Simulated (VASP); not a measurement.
Here is a VASP 6.6.1 calculation.

The input INCAR:

```
SYSTEM = Mg
  PREC = Accurate
  ENCUT = 520
  EDIFF = 1E-6
  ISMEAR = -1
  SIGMA = 0.1
  LREAL = .FALSE.
  LASPH = .TRUE.
  NELM = 60
  ALGO = Normal
  ISIF = 2
  LWAVE = .FALSE.
  LCHARG = .TRUE.
  GGA = RP
  LELF = .TRUE.
  LVHAR = .TRUE.
  NBANDS = 9
```

The input KPOINTS:

```
regular mesh
0
G
  18 18 10
  0 0 0
```

File POSCAR:

```
Mg
1.0
    3.0953822028      0.0000000000      0.0000000000
   -1.5476911014      2.6806796221      0.0000000000
    0.0000000000      0.0000000000      5.0257269044
Mg
2
Direct
    0.3333333333      0.6666666667      0.2500000000
    0.6666666667      0.3333333333      0.7500000000
```

Potentials or basis: VASP PAW PBE potentials, release 64 (Mg).

Command:

```bash
$ cat potpaw_PBE.64/Mg/POTCAR > POTCAR
$ mpirun -np 1 vasp_std > vasp.out
```

Question: What does it give for the pressure?

Answer: 5.5 GPa.

Question: Predict the band gap on the k mesh.

Answer: Zero (bands 2 and 3 overlap by 2.17 eV).

Stress tensor (GPa, compression positive):
```
5.55 0.00 0.00
0.00 5.55 0.00
0.00 0.00 5.33
```

Caveat: the cell stands under pressure; the PAW data sets were made with another functional, which shifts forces and pressure a little.
